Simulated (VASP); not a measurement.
Re, 2 atoms in the cell. The structure is cubic, space group Fd-3m (No. 227). Conventional cell: a = 5.497 Å, b = 5.497 Å, c = 5.497 Å, α = 90.00°, β = 90.00°, γ = 90.00°. Re (site symmetry -43m) has 4 Re at 2.38 Å within 3.1 Å. This isn't the form of Re at room conditions, which is hcp.

* Program: VASP 6.6.1
* Task: single point
* Functional: PBE
* Potentials or basis: VASP PAW PBE potentials, release 64 (Re)
* Cutoff: 520 eV
* k mesh: 16 × 16 × 16
* Occupations: fermi-dirac, width 0.1 eV
* Spin: no spin polarisation
* Dipole correction: no
* Further INCAR settings: ALGO = Normal; EDIFF = 1e-06; NBANDS = 14

Potentials or basis: VASP PAW PBE potentials, release 64 (Re).

The run is started by

```bash
$ cat potpaw_PBE.64/Re/POTCAR > POTCAR
$ mpirun -np 1 vasp_std > vasp.out
```

Hardware: 1 thread of Intel(R) Xeon(R) Platinum 8488C (Sapphire Rapids), on a shared host.

Problem. How long does it take, and how much memory?

Solution. It took 54 s on 1 thread of Intel(R) Xeon(R) Platinum 8488C (Sapphire Rapids) (shared host), peak memory 0.22 GiB. Counts: scf iterations 12, k points 145.
